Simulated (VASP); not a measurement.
A run of VASP 6.6.1 is set up as follows.

The input INCAR:

```
ALGO = Normal
EDIFF = 1E-7
ENCUT = 520
GGA = PE
ISIF = 2
ISMEAR = -1
ISPIN = 2
LASPH = T
LCHARG = T
LELF = T
LMAXMIX = 4
LORBIT = 11
LREAL = F
LVHAR = T
LWAVE = F
MAGMOM = 0
NBANDS = 15
NELM = 150
NUPDOWN = 0.0
PREC = Accurate
SIGMA = 0.08
```

The input KPOINTS:

```
k-points
0
Gamma
  17 17 17
```

POSCAR

```
Pd
1.0
    0.0000000000      1.9465000000      1.9465000000
    1.9465000000      0.0000000000      1.9465000000
    1.9465000000      1.9465000000      0.0000000000
Pd
1
Direct
    0.0000000000      0.0000000000      0.0000000000
```

Potentials or basis: VASP PAW PBE potentials, release 64 (Pd).

Launch:

```console
$ cat potpaw_PBE.64/Pd/POTCAR > POTCAR
$ mpirun -np 1 vasp_std > vasp.out
```

(1) Predict the pressure.

## Answers

(1) 7.0 GPa.

Caveat: the cell stands under pressure; the total moment is fixed, so each spin has its own Fermi level.
